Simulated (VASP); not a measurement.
Crystal: MnAl3.

```xyz
4
Lattice="0.0000 3.0078 3.0078 3.0078 0.0000 3.0078 3.0078 3.0078 0.0000" Properties=species:S:1:pos:R:3 pbc="T T T"
Al    1.5039    1.5039    1.5039
Al    4.5117    4.5117    4.5117
Al    3.0078    3.0078    3.0078
Mn    0.0000    0.0000    0.0000
```

Base run:

- Program: VASP 6.6.1
- Functional: PBEsol
- Potentials or basis: VASP PAW PBE potentials, release 64 (Al, Mn_pv)
- Cutoff: 520 eV
- k mesh: 12 × 12 × 12
- Occupations: gaussian, width 0.1 eV
- Spin: no spin polarisation

Its results: pressure -1.7 GPa.

Problem. The run is repeated on the same cell with these changes: spin from no spin polarisation to collinear spin, ferromagnetic start; further incar settings from ALGO = Normal; EDIFF = 1e-06; NBANDS = 19 to ALGO = Normal; EDIFF = 1e-07; NBANDS = 23. What comes out?

Solution. Pressure 0.1 GPa; net moment 1.38 μB per cell; site moments Al -0.02; Mn +1.37 μB.

Caveats: the PAW data sets were made with another functional, which shifts forces and pressure a little.
